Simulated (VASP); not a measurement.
Runs of VASP 6.6.1 on KTaO3. The structure is that of space group Pm-3m (No. 221), or close to it. The cells are those of the table. 

```tsv
spin	cell	k mesh	pressure (GPa)	moment (μB)
non-collinear, zero start, SOC	a = 3.934 Å, 5 atoms	6 × 6 × 6	15.9	0.00
non-collinear, zero start, SOC	a = 3.988 Å, 5 atoms	6 × 6 × 6	6.3	0.00
non-collinear, zero start, SOC	a = 4.054 Å, 5 atoms	6 × 6 × 6	-3.2	0.00
off	a = 3.988 Å, 5 atoms	8 × 8 × 8	(a)	-
```

Alike in all rows: task single point; level PBE; potentials or basis VASP PAW PBE potentials, release 64 (K_sv, Ta_pv, O); cutoff (eV) 520; smearing gaussian 0.05 eV.

Task: Estimate the missing entries.

Result: (a) 6.1.

Caveats: the cell stands under pressure (at least some runs); the cell stands under tension (at least some runs).
